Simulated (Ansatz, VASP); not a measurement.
Pt in VASP and in Ansatz

Contents of POSCAR:

```
Pt
1.0
    2.7606660000      0.0000000000      0.0000000000
   -1.3803330000      2.3908070000      0.0000000000
    0.0000000000      0.0000000000      4.7921340000
Pt
2
Direct
    0.6666666667      0.3333333333      0.7500000000
    0.3333333333      0.6666666667      0.2500000000
```

The input INCAR.step1:

```
SYSTEM = Pt
PREC = Accurate
ENCUT = 520
ISMEAR = 1
SIGMA = 0.05
LREAL = .FALSE.
LASPH = .TRUE.
NELM = 80
NBANDS = 17
GGA = PE
ALGO = Normal
EDIFF = 1E-4
LWAVE = .TRUE.
LCHARG = .FALSE.
```

INCAR.step2

```
SYSTEM = Pt
PREC = Accurate
ENCUT = 520
EDIFF = 1E-6
ISMEAR = 1
SIGMA = 0.05
LREAL = .FALSE.
LASPH = .TRUE.
NELM = 80
ALGO = Normal
ISIF = 2
LWAVE = .FALSE.
LCHARG = .FALSE.
METAGGA = R2SCAN
LMIXTAU = .TRUE.
NBANDS = 17
ISTART = 1
```

KPOINTS

```
Automatic mesh
0
G
  14 14 7
  0 0 0
```

Input for Ansatz:

```yaml
crystal:
  lattice:
    - [2.760666, 0.0, 0.0]
    - [-1.380333, 2.390807, 0.0]
    - [0.0, 0.0, 4.792134]
  atoms:
    - { symbol: Pt, position: [0.6666666666666666, 0.3333333333333333, 0.75] }
    - { symbol: Pt, position: [0.3333333333333333, 0.6666666666666666, 0.25] }
basis:
  ecutwfc: 503.410645550778
kpoints:
  mp_grid:
    grid: [14, 14, 7]
    shift: [0.0, 0.0, 0.0]
hamiltonian:
  xc: r2scan
scf:
  occupations:
    method: cold
    width: 0.05
output:
  stress: true
```

Alike in both runs: task single point; functional r2SCAN; k mesh 14 × 14 × 7; no spin polarisation.

```csv
,VASP,Ansatz
version,VASP 6.6.1,Ansatz 0.2.0
potentials or method,"VASP PAW PBE potentials, release 64 (Pt), cutoff 520 eV","plane waves, PAW"
occupations,"methfessel-paxton of order 1, width 0.05 eV","cold, width 0.05 eV"
valence electrons in the cell,20,36
```

```csv
,VASP,Ansatz,Ansatz less VASP
pressure (GPa),-6.1,-6.7,-0.54
"traceless stress, the component that is largest in VASP (GPa)",0.90,1.04,+0.147
```

VASP's potentials were made for PBE, not for r2SCAN. VASP's potentials hold 20 valence electrons a cell and Ansatz's 36, so a difference there can come from the potentials and not from the codes.

Neither program's run includes spin-orbit coupling.
